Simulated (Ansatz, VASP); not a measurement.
# Two plane-wave programs on MgS

The input POSCAR:

```
MgS
1.0
    0.0000000000      2.6016500000      2.6016500000
    2.6016500000      0.0000000000      2.6016500000
    2.6016500000      2.6016500000      0.0000000000
S Mg
1 1
Direct
    0.5000000000      0.5000000000      0.5000000000
    0.0000000000      0.0000000000      0.0000000000
```

Contents of INCAR.step1:

```
SYSTEM = MgS
PREC = Accurate
ENCUT = 520
EDIFF = 1E-5
ISMEAR = -1
SIGMA = 0.05
LREAL = .FALSE.
LASPH = .TRUE.
NELM = 60
ALGO = Normal
ISIF = 2
LWAVE = .TRUE.
LCHARG = .FALSE.
GGA = PE
NBANDS = 11
```

File INCAR.step2:

```
SYSTEM = MgS
PREC = Accurate
ENCUT = 520
EDIFF = 1E-6
ISMEAR = -1
SIGMA = 0.05
LREAL = .FALSE.
LASPH = .TRUE.
NELM = 60
ALGO = Normal
ISIF = 2
LWAVE = .FALSE.
LCHARG = .FALSE.
GGA = PE
LHFCALC = .TRUE.
HFSCREEN = 0.2079
PRECFOCK = Normal
ISTART = 1
NBANDS = 11
```

Contents of KPOINTS:

```
Automatic mesh
0
G
  5 5 5
  0 0 0
```

The input input:

```
crystal:
  lattice:
    - [0.0, 2.60165, 2.60165]
    - [2.60165, 0.0, 2.60165]
    - [2.60165, 2.60165, 0.0]
  atoms:
    - { symbol: S, position: [0.5, 0.5, 0.5] }
    - { symbol: Mg, position: [0.0, 0.0, 0.0] }
hamiltonian:
  xc: hse06
  pseudopotentials: { kind: paw }
kpoints:
  mp_grid: { grid: [5, 5, 5] }
  band_path:
    path:
      - [[0.0, 0.0, 0.0], [0.5, 0.0, 0.5], [0.5, 0.25, 0.75], [0.375, 0.375, 0.75], [0.0, 0.0, 0.0], [0.5, 0.5, 0.5], [0.625, 0.25, 0.625], [0.5, 0.25, 0.75], [0.5, 0.5, 0.5], [0.375, 0.375, 0.75]]
      - [[0.625, 0.25, 0.625], [0.5, 0.0, 0.5]]
    npoints: 4
scf:
  occupations: { method: fermi_dirac, width: 0.05 }
  n_extra_bands: 6
output:
  forces: true
  stress: true
  eigenvalues: true
  fatbands: false
```

Alike in both runs: functional HSE06; k mesh 5 × 5 × 5; occupations fermi-dirac, width 0.05 eV; no spin polarisation.

|  | VASP | Ansatz |
| --- | --- | --- |
| version | VASP 6.6.1 | Ansatz 0.2.0 |
| potentials or method | VASP PAW PBE potentials, release 64 (S, Mg) | Ansatz PAW |
| plane-wave cutoff (eV) | 520 | 420 |
| valence electrons in the cell | 8 | 16 |
| task | single point | band structure |

VASP gave:

```
gap on the k mesh at the Fermi level (eV) : 4.19
pressure (GPa)                            : -0.7
```

Task: Which values does Ansatz return?

Result: gap on the k mesh at the Fermi level (eV): 4.24; pressure (GPa): -0.3.

VASP's potentials hold 8 valence electrons a cell and Ansatz's 16, so a difference there can come from the potentials and not from the codes.
